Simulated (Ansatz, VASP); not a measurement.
BN: VASP beside Ansatz

```xyz
2
Lattice="0.0000 1.8075 1.8075 1.8075 0.0000 1.8075 1.8075 1.8075 0.0000" Properties=species:S:1:pos:R:3 pbc="T T T"
B     0.0000    0.0000    0.0000
N     0.9038    0.9038    0.9038
```

Alike in both runs: task single point; functional PBE; k mesh 10 × 10 × 10; no spin polarisation.

|  | VASP | Ansatz |
| --- | --- | --- |
| version | VASP 6.6.1 | Ansatz 0.2.0 |
| potentials or method | VASP PAW PBE potentials, release 64 (B, N), cutoff 600 eV | plane waves, PAW |
| occupations | fermi-dirac, width 0.1 eV | fermi-dirac |
| valence electrons in the cell | 8 | 8 |

Ansatz gave:

* gap on the k mesh at the Fermi level (eV): 4.47

**Question.** Which values does VASP return?

**Answer.** gap on the k mesh at the Fermi level (eV): 4.46.
